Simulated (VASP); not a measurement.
**Cu: single point with PBEsol**

Crystal: Cu.

```
Cu
1.0
     2.33834   -1.36239   -0.01723
     2.33834    1.36239   -0.01723
    -1.69641    0.00000    7.69068
Cu
3
Direct
  0.00000 0.00000 0.00000
  0.16671 0.16671 0.68293
  0.83329 0.83329 0.31707
```

This cell differs from its parent crystal: Zn replaced by Cu, lengths x 1.049, strained.

| Property | Result |
| --- | --- |
| Program | VASP 6.6.1 |
| Task | single point |
| Functional | PBEsol |
| Potentials or basis | VASP PAW PBE potentials, release 64 (Cu) |
| Cutoff | 520 eV |
| k mesh | 18 × 18 × 6 |
| Occupations | gaussian, width 0.1 eV |
| Spin | no spin polarisation |

| Quantity | Value |
| --- | --- |
| Pressure | -21.6 GPa |
| Largest force | 0.191 eV/Å |
| Band gap on the k mesh | zero (an odd number of electrons rules out a gap without spin polarisation) |

Forces in eV/Å, atoms in the order of the input:
```
Cu   0.000  0.000  0.000
Cu   0.055  0.000  0.183
Cu  -0.055  0.000 -0.183
```

Stress tensor (GPa, compression positive):
```
-20.75   0.00  -0.39
  0.00 -21.02   0.00
 -0.39   0.00 -23.00
```

Levels at points of the mesh, in eV from the Fermi level:
| k point | band 15 | band 16 | band 17 | band 18 | band 19 | band 20 |
| --- | --- | --- | --- | --- | --- | --- |
| (0.00, 0.00, 0.00) | -1.56 | -1.51 | -1.47 | -1.42 | 4.08 | 4.98 |
| (0.50, 0.00, 0.00) | -1.22 | 0.06 | 1.53 | 1.54 | 3.40 | 4.19 |
| (0.50, 0.50, 0.00) | -1.21 | 0.47 | 1.06 | 1.17 | 3.50 | 6.06 |
| (0.00, 0.00, 0.50) | -1.52 | -1.51 | -1.39 | -0.95 | 0.92 | 9.69 |
| (0.50, 0.00, 0.50) | -1.22 | 0.51 | 0.74 | 1.86 | 3.23 | 4.13 |
| (0.50, 0.50, 0.50) | -1.21 | 0.78 | 0.87 | 1.26 | 4.45 | 4.56 |

It took 9.7 min on 1 thread of Intel(R) Xeon(R) Platinum 8259CL CPU @ 2.50GHz (Skylake/Cascade Lake), with other jobs on the host, peak memory 0.53 GiB.

Caveat: the cell differs from its parent crystal (Zn replaced by Cu, lengths x 1.049, strained); the cell stands under tension; the PAW data sets were made with another functional, which shifts forces and pressure a little.
